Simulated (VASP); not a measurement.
# Si2SnSe2 (P4mm) in VASP: single point with PBE

Aim: the single point of Si2SnSe2 with PBE.

All numbers are computed with VASP 6.6.1; they aren't measurements. Logs are shortened: lines on timing, memory, paths and dates and some standing lists are left out, and cuts for length are marked.

## 1. The cell of the first run

Symmetry: P4mm, No. 99, tetragonal system. The conventional cell has a = 3.992 Å, b = 3.992 Å, c = 5.029 Å, α = 90.00°, β = 90.00°, γ = 90.00°. Si (site symmetry 2mm) has 2 Se at 2.23 to 2.79 Å and 2 Sn at 2.56 Å and 4 Si at 2.82 Å within 3.0 Å. Sn (site symmetry 4mm) has 4 Se at 2.32 Å and 4 Si at 2.56 Å within 3.1 Å. Within 3.0 Å of Se (site symmetry 2mm) lie 2 Si at 2.23 to 2.79 Å and 2 Sn at 2.32 Å and 4 Se at 2.82 Å.

The cell was built from a structure type or drawn by symmetry, and may not be a known phase.

## 2. Single point, PBE

Input file INCAR:

```
SYSTEM = Si2SnSe2
PREC = Accurate
ENCUT = 520
EDIFF = 1E-6
ISMEAR = 0
SIGMA = 0.1
LREAL = .False.
LASPH = .True.
NELM = 100
ALGO = Normal
ISIF = 2
LWAVE = .False.
LCHARG = .False.
GGA = PE
NBANDS = 25
```

Input file KPOINTS:

```
Automatic mesh
0
Gamma
  4 4 4
  0 0 0
```

Input file POSCAR:

```
Si2SnSe2
1.0
    3.9921203200      0.0000000000      0.0000000000
    0.0000000000      3.9921203200      0.0000000000
    0.0000000000      0.0000000000      5.0286373500
Si Sn Se
2 1 2
Direct
    0.5000000000      0.0000000000      0.3415092700
    0.0000000000      0.5000000000      0.3415092700
    0.5000000000      0.5000000000      0.0211888100
    0.5000000000      0.0000000000      0.7858984000
    0.0000000000      0.5000000000      0.7858984000
```

Potentials or basis: VASP PAW PBE potentials, release 64 (Si, Sn_d, Se).

The run is started by

```sh
$ cat potpaw_PBE.64/Si/POTCAR potpaw_PBE.64/Sn_d/POTCAR potpaw_PBE.64/Se/POTCAR > POTCAR
$ mpirun -np 1 vasp_std > vasp.out
```

OUTCAR:

```text
SYSTEM = Si2SnSe2
   PREC = Accurate
   ENCUT = 520
   EDIFF = 1E-6
   ISMEAR = 0
   LREAL = .False.
   LASPH = .True.
   NELM = 100
   ISIF = 2
   GGA = PE

 ion  position               nearest neighbor table
   1  0.500  0.000  0.342-   4 2.23   3 2.56   3 2.56   4 2.79   2 2.82   2 2.82   2 2.82   2 2.82

   2  0.000  0.500  0.342-   5 2.23   3 2.56   3 2.56   5 2.79   1 2.82   1 2.82   1 2.82   1 2.82

   3  0.500  0.500  0.021-   4 2.32   5 2.32   4 2.32   5 2.32   1 2.56   1 2.56   2 2.56   2 2.56

   4  0.500  0.000  0.786-   1 2.23   3 2.32   3 2.32   1 2.79
   5  0.000  0.500  0.786-   2 2.23   3 2.32   3 2.32   2 2.79

  LATTYP: Found a simple tetragonal cell.
 ALAT       =     3.9921203200
 C/A-ratio  =     1.2596407290

  Lattice vectors:

 A1 = (   3.9921203200,   0.0000000000,   0.0000000000)
 A2 = (   0.0000000000,   3.9921203200,   0.0000000000)
 A3 = (   0.0000000000,   0.0000000000,   5.0286373500)

Analysis of symmetry for initial positions (statically):
=====================================================================
 Subroutine PRICEL returns:
 Original cell was already a primitive cell.

 Routine SETGRP: Setting up the symmetry group for a
 simple tetragonal supercell.

 Subroutine GETGRP returns: Found  8 space group operations
 (whereof  8 operations were pure point group operations)
 out of a pool of 16 trial point group operations.

The static configuration has the point symmetry C_4v.

Analysis of symmetry for dynamics (positions and initial velocities):
=====================================================================
 Subroutine PRICEL returns:
 Original cell was already a primitive cell.

 Routine SETGRP: Setting up the symmetry group for a
 simple tetragonal supercell.

 Subroutine GETGRP returns: Found  8 space group operations
 (whereof  8 operations were pure point group operations)
 out of a pool of 16 trial point group operations.

The dynamic configuration has the point symmetry C_4v.

 Subroutine INISYM returns: Found  8 space group operations
 (whereof  8 operations are pure point group operations),
 and found     1 'primitive' translations

----------------------------------------------------------------------------------------

                                     Primitive cell

  volume of cell :      80.1415

  direct lattice vectors                    reciprocal lattice vectors
     3.992120320  0.000000000  0.000000000     0.250493452  0.000000000  0.000000000
     0.000000000  3.992120320  0.000000000     0.000000000  0.250493452  0.000000000
     0.000000000  0.000000000  5.028637350     0.000000000  0.000000000  0.198861029

  length of vectors
     3.992120320  3.992120320  5.028637350     0.250493452  0.250493452  0.198861029

  position of ions in fractional coordinates (direct lattice)
     0.500000000  0.000000000  0.341509270
     0.000000000  0.500000000  0.341509270
     0.500000000  0.500000000  0.021188810
     0.500000000  0.000000000  0.785898400
     0.000000000  0.500000000  0.785898400

  ion indices of the primitive-cell ions
   primitive index   ion index
                 1           1
                 2           2
                 3           3
                 4           4
                 5           5

----------------------------------------------------------------------------------------

 KPOINTS: Automatic mesh

Automatic generation of k-mesh.
 Grid dimensions read from file:
 generate k-points for:    4    4    4

 Generating k-lattice:

  Cartesian coordinates                     Fractional coordinates (reciprocal lattice)
     0.062623363  0.000000000  0.000000000     0.250000000  0.000000000  0.000000000
     0.000000000  0.062623363  0.000000000     0.000000000  0.250000000  0.000000000
     0.000000000  0.000000000  0.049715257     0.000000000  0.000000000  0.250000000

  Length of vectors
     0.062623363  0.062623363  0.049715257

  Shift w.r.t. Gamma in fractional coordinates (k-lattice)
     0.000000000  0.000000000  0.000000000

 Subroutine IBZKPT returns following result:
 ===========================================

 Found     18 irreducible k-points:

 Following reciprocal coordinates:
            Coordinates               Weight
  0.000000  0.000000  0.000000      1.000000
  0.250000  0.000000  0.000000      4.000000
  0.500000  0.000000  0.000000      2.000000
  0.250000  0.250000  0.000000      4.000000
  0.500000  0.250000  0.000000      4.000000
  0.500000  0.500000  0.000000      1.000000
[... 10 lines left out ...]
  0.500000  0.250000  0.500000      4.000000
  0.500000  0.500000  0.500000      1.000000
   k-points           NKPTS =     18   k-points in BZ     NKDIM =     18   number of bands    NBANDS=     25
   number of dos      NEDOS =    301   number of ions     NIONS =      5
   total plane-waves  NPLWV =  36000
   dimension x,y,z NGX =    30 NGY =   30 NGZ =   40
   dimension x,y,z NGXF=    60 NGYF=   60 NGZF=   80
   ions per type =               2   1   2
   NGX,Y,Z   is equivalent  to a cutoff of  12.49, 12.49, 13.22 a.u.
   NGXF,Y,Z  is equivalent  to a cutoff of  24.99, 24.99, 26.45 a.u.
 SYSTEM =  Si2SnSe2
   PREC   = accura    normal or accurate (medium, high low for compatibility)
   ISTART =      0    job   : 0-new  1-cont  2-samecut
   ICHARG =      2    charge: 1-file 2-atom 10-const
   ISPIN  =      1    spin polarized calculation?
   LNONCOLLINEAR =      F non collinear calculations
   LSORBIT =      F    spin-orbit coupling
   LASPH  =      T    aspherical Exc in radial PAW
   ENCUT  =  520.0 eV  38.22 Ry    6.18 a.u.   7.42  7.42  9.35*2*pi/ulx,y,z
   NELM   =    100;   NELMIN=  2; NELMDL= -5     # of ELM steps
   EDIFF  = 0.1E-05   stopping-criterion for ELM
   LREAL  =      F    real-space projection
   EDIFFG = 0.1E-04   stopping-criterion for IOM
   NSW    =      0    number of steps for IOM
   IBRION =     -1    ionic relax: 0-MD 1-quasi-New 2-CG
   NFREE  =      0    steps in history (QN), initial steepest desc. (CG)
   ISIF   =      2    stress and relaxation
   ISYM   =      2    0-nonsym 1-usesym 2-fastsym
   POTIM  = 0.5000    time-step for ionic-motion
   TEBEG  =    0.0;   TEEND  =   0.0 temperature during run
   PSTRESS=    0.0 pullay stress
   NELECT =      34.0000    total number of electrons
   NUPDOWN=      -1.0000    fix difference up-down
   EMIN   =  10.00;   EMAX   =-10.00  energy-range for DOS
   EFERMI =   0.00;   METHOD = LEGACY
   ISMEAR =     0;   SIGMA  =   0.10  broadening in eV -4-tet -1-fermi 0-gaus
   EFERMI_NEDOS =   21; number of points for ismear=-14 and -15
   IALGO  =     38    algorithm
   IMIX   =      4    mixing-type and parameters
     AMIX     =   0.40;   BMIX     =  1.00
     AMIX_MAG =   1.60;   BMIX_MAG =  1.00
  volume/ion in A,a.u.               =      16.03       108.16
  Fermi-wavevector in a.u.,A,eV,Ry     =   1.230123  2.324596 20.588379  1.513203
  Thomas-Fermi vector in A             =   2.364984
   LORBIT       =      0    0 simple, 1 ext, 2 COOP (PROOUT), +10 PAW based schemes
   GGA     = PE    functional components
   LHFCALC =     F    Hartree Fock is set to
   AEXX    =    0.0000 exact exchange contribution
   IVDW    =     0    specifies the selected vdW correction
   LEPSILON=     F    determine dielectric tensor
   LRPA    =     F    only Hartree local field effects (RPA)
 non-spin polarized calculation
 Gauss-broadening in eV      SIGMA  =   0.10
  energy-cutoff  :      520.00
  volume of cell :       80.14
 maximum number of plane-waves:      2191
 NGX is ok and might be reduce to    30
   NGX = 15   NGY = 15   NGZ = 19

 number of electron      34.0000005 magnetization

 Free energy of the ion-electron system (eV)
  ---------------------------------------------------
  ext. energy  EPLUGINS =         0.00000000
  ---------------------------------------------------
  free energy    TOTEN  =       -12.51645949 eV

  energy without entropy =      -12.50426294  energy(sigma->0) =      -12.51036121

 E-fermi :  10.5604     XC(G=0): -11.3547

 val. band max:       10.5406050668   @ k =   0.2500   0.2500   0.0000
 cond. band min:      10.5617998609   @ k =   0.5000   0.2500   0.5000
 fundamental gap:      0.0211947941
 Fermi energy:        10.5604477050

 k-point     1 :       0.0000    0.0000    0.0000
  band No.  band energies     occupation
      1     -12.7071      2.00000
      2     -12.4980      2.00000
      3     -12.4980      2.00000
      4     -12.3520      2.00000
      5     -12.3137      2.00000
      6      -8.1087      2.00000
[... 17 lines left out ...]
     24      15.8521      0.00000
     25      16.3374      0.00000

 k-point     2 :       0.2500    0.0000    0.0000
  band No.  band energies     occupation
      1     -12.6686      2.00000
      2     -12.5350      2.00000
      3     -12.4960      2.00000
      4     -12.3368      2.00000
      5     -12.3228      2.00000
      6      -7.5779      2.00000
[... 17 lines left out ...]
     24      16.0556      0.00000
     25      17.4321      0.00000

 k-point     3 :       0.5000    0.0000    0.0000
  band No.  band energies     occupation
      1     -12.6236      2.00000
      2     -12.5790      2.00000
      3     -12.4939      2.00000
      4     -12.3318      2.00000
      5     -12.3203      2.00000
      6      -6.3972      2.00000
[... 384 lines left out ...]
 k-point    17 :       0.5000    0.2500    0.5000
  band No.  band energies     occupation
      1     -12.5843      2.00000
      2     -12.5831      2.00000
      3     -12.5156      2.00000
      4     -12.3424      2.00000
      5     -12.3104      2.00000
      6      -5.6863      2.00000
[... 17 lines left out ...]
     24      17.2565      0.00000
     25      17.3740      0.00000

 k-point    18 :       0.5000    0.5000    0.5000
  band No.  band energies     occupation
      1     -12.5789      2.00000
      2     -12.5789      2.00000
      3     -12.5045      2.00000
      4     -12.3531      2.00000
      5     -12.3024      2.00000
      6      -4.9156      2.00000
[... 17 lines left out ...]
     24      17.2406      0.00000
     25      17.6002      0.00000

------------------------ aborting loop because EDIFF is reached ----------------------------------------

  FORCE on cell =-STRESS in cart. coord.  units (eV):
  Direction    XX          YY          ZZ          XY          YZ          ZX
  --------------------------------------------------------------------------------------
  -------------------------------------------------------------------------------------
  Total       31.6268143     31.6268143     33.8840099      0.0000000      0.0000000      0.0000000
  in kB      632.2785805    632.2785805    677.4041015      0.0000000      0.0000000      0.0000000
  external PRESSURE =     647.3204208 kB  Pullay stress =       0.0000000 kB

 VOLUME and BASIS-vectors are now :
 -----------------------------------------------------------------------------
  energy-cutoff  :      520.00
  volume of cell :       80.14
      direct lattice vectors                 reciprocal lattice vectors
     3.992120320  0.000000000  0.000000000     0.250493452  0.000000000  0.000000000
     0.000000000  3.992120320  0.000000000     0.000000000  0.250493452  0.000000000
     0.000000000  0.000000000  5.028637350     0.000000000  0.000000000  0.198861029

 POSITION                                       TOTAL-FORCE (eV/Angst)
 -----------------------------------------------------------------------------------
      1.99606      0.00000      1.71733         0.000000     -0.000000      0.525333
      0.00000      1.99606      1.71733         0.000000     -0.000000      0.525333
      1.99606      1.99606      0.10655         0.000000      0.000000      6.802041
      1.99606      0.00000      3.95200         0.000000     -0.000000     -3.926354
      0.00000      1.99606      3.95200         0.000000     -0.000000     -3.926354
 -----------------------------------------------------------------------------------
    total drift:                                0.000000      0.000000      0.000467

  FREE ENERGIE OF THE ION-ELECTRON SYSTEM (eV)
  ---------------------------------------------------
  free  energy   TOTEN  =       -12.5164594855 eV

  energy  without entropy=      -12.5042629428  energy(sigma->0) =      -12.51036121
```

It took 31 s on 1 thread of Intel Xeon Platinum 8488C (Sapphire Rapids), shared host; peak memory 0.19 GiB.

Results:

| Quantity | Value |
| --- | --- |
| Free energy | -12.5165 eV |
| Pressure | 64.7 GPa |
| Largest force | 6.802 eV/Å |
| Band gap on the k mesh | zero (bands 17 and 18 overlap by 1.68 eV) |

Forces in eV/Å, atoms in the order of the input:
```
Si   0.000  0.000  0.525
Si   0.000  0.000  0.525
Sn   0.000  0.000  6.802
Se   0.000  0.000 -3.926
Se   0.000  0.000 -3.926
```

Stress tensor (GPa, compression positive):
```
63.23  0.00  0.00
 0.00 63.23  0.00
 0.00  0.00 67.74
```

Caveat: the k points lie up to 0.39 Å⁻¹ apart, too coarse for converged energies and pressures of a metal; spin-orbit coupling is left out, which moves the levels of the heavy elements; forces of over 1 eV/Å act on the atoms, so gaps and moduli don't describe the material at rest.
